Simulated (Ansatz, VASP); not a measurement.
Two plane-wave programs on MgTe

The input POSCAR:

```
MgTe
1.0
    4.4854548200      0.0000000000      0.0000000000
   -2.2427274100      3.8845178300      0.0000000000
    0.0000000000      0.0000000000      7.3026661400
Mg Te
2 2
Direct
    0.3333333300      0.6666666700      0.0043523900
    0.6666666700      0.3333333300      0.5043523900
    0.3333333300      0.6666666700      0.3806476100
    0.6666666700      0.3333333300      0.8806476100
```

INCAR.step1

```
ALGO = Normal ; EDIFF = 1E-5
EDIFFG = -0.01 ; ENCUT = 580
GGA = PE ; GGA_COMPAT = False
IBRION = 2 ; ISMEAR = -1
LASPH = True ; LCHARG = False
LREAL = False ; LWAVE = True
NELM = 120 ; NELMIN = 4
NSW = 100 ; PREC = Accurate
SIGMA = 0.02
```

INCAR.step2

```
ALGO = Normal ; EDIFF = 1E-7
EDIFFG = -0.01 ; ENCUT = 580
GGA_COMPAT = False ; IBRION = 2
ISIF = 2 ; ISMEAR = -1
ISTART = 1 ; LASPH = True
LCHARG = False ; LMIXTAU = True
LREAL = False ; LWAVE = False
METAGGA = R2SCAN ; NELM = 120
NELMIN = 4 ; NSW = 50
PREC = Accurate ; SIGMA = 0.02
```

Contents of KPOINTS:

```
k-points
0
Gamma
  6 6 4
```

Input for Ansatz:

```yaml
crystal:
  lattice:
    - [4.48545482, 0.0, 0.0]
    - [-2.24272741, 3.88451783, 0.0]
    - [0.0, 0.0, 7.30266614]
  atoms:
    - { symbol: Mg, position: [0.33333333, 0.66666667, 0.00435239] }
    - { symbol: Mg, position: [0.66666667, 0.33333333, 0.50435239] }
    - { symbol: Te, position: [0.33333333, 0.66666667, 0.38064761] }
    - { symbol: Te, position: [0.66666667, 0.33333333, 0.88064761] }
  symmetry: { tolerance: 0.0003 }
hamiltonian:
  xc: r2scan
  pseudopotentials: { kind: paw, azcp: { folder: soft_1 } }
basis:
  ecutwfc: 500
magnetization:
  spin_polarized: false
scf:
  occupations: { method: fermi_dirac, width: 0.02 }
kpoints:
  mp_grid: { grid: [6, 6, 4], shift: [0, 0, 0] }
  band_path:
    path:
      - [0.0, 0.0, 0.0]
      - [0.5, 0.0, 0.0]
      - [0.33333333, 0.33333333, 0.0]
      - [0.0, 0.0, 0.0]
      - [0.0, 0.0, 0.5]
      - [0.5, 0.0, 0.5]
      - [0.33333333, 0.33333333, 0.5]
      - [0.0, 0.0, 0.5]
      - [0.5, 0.0, 0.5]
      - [0.5, 0.0, 0.0]
      - [0.33333333, 0.33333333, 0.5]
    npoints: 7
output:
  forces: true
  stress: true
  eigenvalues: true
  write_potential: true
  elf: true
  volumetric_format: npy
  dos: { e_range: [-12, 8], de: 0.05 }
relax:
  max_steps: 30
```

Alike in both runs: task relaxation of the atoms; functional r2SCAN; k mesh 6 × 6 × 4; occupations fermi-dirac, width 0.02 eV; no spin polarisation.

|  | VASP | Ansatz |
| --- | --- | --- |
| version | VASP 6.6.1 | Ansatz 0.2.0 |
| potentials or method | VASP PAW PBE potentials, release 64 (Mg, Te), cutoff 580 eV | PAW plane waves |
| valence electrons in the cell | 16 | 52 |

|  | VASP | Ansatz | Ansatz less VASP |
| --- | --- | --- | --- |
| gap on the k mesh at the Fermi level, each at its own relaxed structure (eV) | 3.45 | 3.47 | +0.018 |

VASP's potentials were made for PBE, not for r2SCAN. VASP's potentials hold 16 valence electrons a cell and Ansatz's 52, so a difference there can come from the potentials and not from the codes. Ansatz's warnings: stress scf threshold loose.

Neither program's run includes spin-orbit coupling. Noted on VASP's run: the relaxation stopped at its first step, so nothing moved.
